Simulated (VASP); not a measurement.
# Ti (Fm-3m) in VASP: further runs

Ti is run at these levels: BLYP, r2SCAN; tasks: single point.

All numbers are computed with VASP 6.6.1; they aren't measurements. Logs are shortened: lines on timing, memory, paths and dates and some standing lists are left out, and cuts for length are marked.

### Step 1. The cell of the first run

Symmetry: Fm-3m, No. 225, cubic system. The conventional cell has a = 4.140 Å, b = 4.140 Å, c = 4.140 Å, α = 90.00°, β = 90.00°, γ = 90.00°. Ti (site symmetry m-3m) has 12 Ti at 2.93 Å within 3.9 Å.

### Step 2. Single point, BLYP

INCAR reads:

```
PREC     = Accurate       # precision mode
ENCUT    = 520            # plane-wave cutoff, eV
EDIFF    = 1E-6           # SCF threshold, eV
ISMEAR   = -1             # smearing method
SIGMA    = 0.05           # smearing width, eV
LREAL    = False          # projectors in reciprocal space
LASPH    = True           # aspherical terms in the spheres
NELM     = 80             # most SCF steps
ALGO     = Normal         # electronic algorithm
ISIF     = 2              # what is computed and relaxed
LWAVE    = False          # write WAVECAR
LCHARG   = False          # write CHGCAR
GGA      = B5             # functional
ALDAX    = 1.0          
AGGAX    = 1.0          
AGGAC    = 1.0          
ALDAC    = 0.0          
NBANDS   = 12             # bands
```

KPOINTS reads:

```
regular mesh
0
Gamma
  11 11 11
```

POSCAR reads:

```
Ti
1.0
    0.0000000000      2.0701463105      2.0701463105
    2.0701463105      0.0000000000      2.0701463105
    2.0701463105      2.0701463105      0.0000000000
Ti
1
Direct
    0.0000000000      0.0000000000      0.0000000000
```

Potentials or basis: VASP PAW PBE potentials, release 64 (Ti_sv).

The run is started by

```
$ cat potpaw_PBE.64/Ti_sv/POTCAR > POTCAR
$ mpirun -np 1 vasp_std > vasp.out
```

OUTCAR:

```text
PREC = Accurate
   ENCUT = 520
   EDIFF = 1E-6
   ISMEAR = -1
   LREAL = False
   LASPH = True
   NELM = 80
   ISIF = 2
   GGA = B5

 ion  position               nearest neighbor table
   1  0.000  0.000  0.000-

  LATTYP: Found a face centered cubic cell.
 ALAT       =     4.1402926210

  Lattice vectors:

 A1 = (   0.0000000000,   2.0701463105,   2.0701463105)
 A2 = (   2.0701463105,   0.0000000000,   2.0701463105)
 A3 = (   2.0701463105,   2.0701463105,   0.0000000000)

Analysis of symmetry for initial positions (statically):
=====================================================================
 Subroutine PRICEL returns:
 Original cell was already a primitive cell.

 Routine SETGRP: Setting up the symmetry group for a
 face centered cubic supercell.

 Subroutine GETGRP returns: Found 48 space group operations
 (whereof 48 operations were pure point group operations)
 out of a pool of 48 trial point group operations.

The static configuration has the point symmetry O_h .

Analysis of symmetry for dynamics (positions and initial velocities):
=====================================================================
 Subroutine PRICEL returns:
 Original cell was already a primitive cell.

 Routine SETGRP: Setting up the symmetry group for a
 face centered cubic supercell.

 Subroutine GETGRP returns: Found 48 space group operations
 (whereof 48 operations were pure point group operations)
 out of a pool of 48 trial point group operations.

The dynamic configuration has the point symmetry O_h .

 Subroutine INISYM returns: Found 48 space group operations
 (whereof 48 operations are pure point group operations),
 and found     1 'primitive' translations

----------------------------------------------------------------------------------------

                                     Primitive cell

  volume of cell :      17.7432

  direct lattice vectors                    reciprocal lattice vectors
     0.000000000  2.070146311  2.070146311    -0.241528822  0.241528822  0.241528822
     2.070146311  0.000000000  2.070146311     0.241528822 -0.241528822  0.241528822
     2.070146311  2.070146311  0.000000000     0.241528822  0.241528822 -0.241528822

  length of vectors
     2.927628988  2.927628988  2.927628988     0.418340191  0.418340191  0.418340191

  position of ions in fractional coordinates (direct lattice)
     0.000000000  0.000000000  0.000000000

  ion indices of the primitive-cell ions
   primitive index   ion index
[... 68 lines left out ...]
   LNONCOLLINEAR =      F non collinear calculations
   LSORBIT =      F    spin-orbit coupling
   LASPH  =      T    aspherical Exc in radial PAW
   ENCUT  =  520.0 eV  38.22 Ry    6.18 a.u.   5.44  5.44  5.44*2*pi/ulx,y,z
   NELM   =     80;   NELMIN=  2; NELMDL= -5     # of ELM steps
   EDIFF  = 0.1E-05   stopping-criterion for ELM
   LREAL  =      F    real-space projection
[... 7 lines left out ...]
   TEBEG  =    0.0;   TEEND  =   0.0 temperature during run
   PSTRESS=    0.0 pullay stress
   NELECT =      12.0000    total number of electrons
   NUPDOWN=      -1.0000    fix difference up-down
   EMIN   =  10.00;   EMAX   =-10.00  energy-range for DOS
   EFERMI =   0.00;   METHOD = LEGACY
   ISMEAR =    -1;   SIGMA  =   0.05  broadening in eV -4-tet -1-fermi 0-gaus
   EFERMI_NEDOS =   21; number of points for ismear=-14 and -15
   IALGO  =     38    algorithm
   IMIX   =      4    mixing-type and parameters
     AMIX     =   0.40;   BMIX     =  1.00
     AMIX_MAG =   1.60;   BMIX_MAG =  1.00
  volume/ion in A,a.u.               =      17.74       119.74
  Fermi-wavevector in a.u.,A,eV,Ry     =   1.437003  2.715541 28.095709  2.064976
  Thomas-Fermi vector in A             =   2.556128
   LORBIT       =      0    0 simple, 1 ext, 2 COOP (PROOUT), +10 PAW based schemes
   GGA     = B5    functional components
   LHFCALC =     F    Hartree Fock is set to
   AEXX    =    0.0000 exact exchange contribution
   IVDW    =     0    specifies the selected vdW correction
   LEPSILON=     F    determine dielectric tensor
   LRPA    =     F    only Hartree local field effects (RPA)
 non-spin polarized calculation
  energy-cutoff  :      520.00
  volume of cell :       17.74
 maximum number of plane-waves:       531
 NGX is ok and might be reduce to    24
   NGX = 11   NGY = 11   NGZ = 11

 number of electron      11.9999999 magnetization

 Free energy of the ion-electron system (eV)
  ---------------------------------------------------
  ext. energy  EPLUGINS =         0.00000000
  ---------------------------------------------------
  free energy    TOTEN  =        -6.72434604 eV

  energy without entropy =       -6.71301378  energy(sigma->0) =       -6.71867991

 E-fermi :   8.4567     XC(G=0): -10.8622

 val. band max:        8.3952075441   @ k =   0.1818   0.1818   0.0000
 cond. band min:       8.4705829058   @ k =   0.2727   0.0000   0.0000
 fundamental gap:      0.0753753617
 Fermi energy:         8.4566873073

 k-point     1 :       0.0000    0.0000    0.0000
  band No.  band energies     occupation
      1     -48.0534      2.00000
      2     -24.1036      2.00000
      3     -24.1036      2.00000
      4     -24.1036      2.00000
      5       2.6017      2.00000
      6       9.2478      0.00000
      7       9.2478      0.00000
      8       9.2478      0.00000
      9      10.8299      0.00000
     10      10.8299      0.00000
     11      23.7067      0.00000
     12      28.1242      0.00000
[... 331 lines left out ...]
 k-point    24 :      -0.1818    0.1818    0.0000
  band No.  band energies     occupation
      1     -47.9775      2.00000
      2     -24.4504      2.00000
      3     -24.2467      2.00000
      4     -24.1442      2.00000
      5       5.0129      2.00000
      6       8.2531      1.96645
      7       9.2025      0.00000
      8      10.0963      0.00000
      9      10.1128      0.00000
     10      11.7457      0.00000
     11      21.7984      0.00000
     12      22.1867      0.00000

 [... further k-points ...]
[... 5 lines left out ...]
  --------------------------------------------------------------------------------------
  -------------------------------------------------------------------------------------
  Total       -0.0002968     -0.0002968     -0.0002968      0.0000000      0.0000000     -0.0000000
  in kB       -0.0268016     -0.0268016     -0.0268016      0.0000000      0.0000000     -0.0000000
  external PRESSURE =      -0.0268016 kB  Pullay stress =       0.0000000 kB

 VOLUME and BASIS-vectors are now :
 -----------------------------------------------------------------------------
  energy-cutoff  :      520.00
  volume of cell :       17.74
      direct lattice vectors                 reciprocal lattice vectors
     0.000000000  2.070146311  2.070146311    -0.241528822  0.241528822  0.241528822
     2.070146311  0.000000000  2.070146311     0.241528822 -0.241528822  0.241528822
     2.070146311  2.070146311  0.000000000     0.241528822  0.241528822 -0.241528822

 POSITION                                       TOTAL-FORCE (eV/Angst)
 -----------------------------------------------------------------------------------
      0.00000      0.00000      0.00000        -0.000000     -0.000000     -0.000000
 -----------------------------------------------------------------------------------
    total drift:                               -0.000000      0.000000      0.000000

  FREE ENERGIE OF THE ION-ELECTRON SYSTEM (eV)
  ---------------------------------------------------
  free  energy   TOTEN  =        -6.7243460447 eV

  energy  without entropy=       -6.7130137850  energy(sigma->0) =       -6.71867991
```

Wall time 22 s (1 thread of Intel Xeon 6975P-C, shared host); peak memory 0.14 GiB.

Results:

```
Free energy            : -6.7243 eV
Pressure               : 0.0 GPa
Band gap on the k mesh : zero (band 6 reaches 9.25 eV, above the bottom of band 7 at 8.18 eV)
```

Levels at points of the mesh, in eV from the Fermi level:
| k point | band 3 | band 4 | band 5 | band 6 | band 7 | band 8 | band 9 | band 10 |
| --- | --- | --- | --- | --- | --- | --- | --- | --- |
| (0.00, 0.00, 0.00) | -32.56 | -32.56 | -5.85 | 0.79 | 0.79 | 0.79 | 2.37 | 2.37 |

Caveat: the PAW data sets were made with another functional, which shifts forces and pressure a little.

(Part 1 of 2 ends here.)
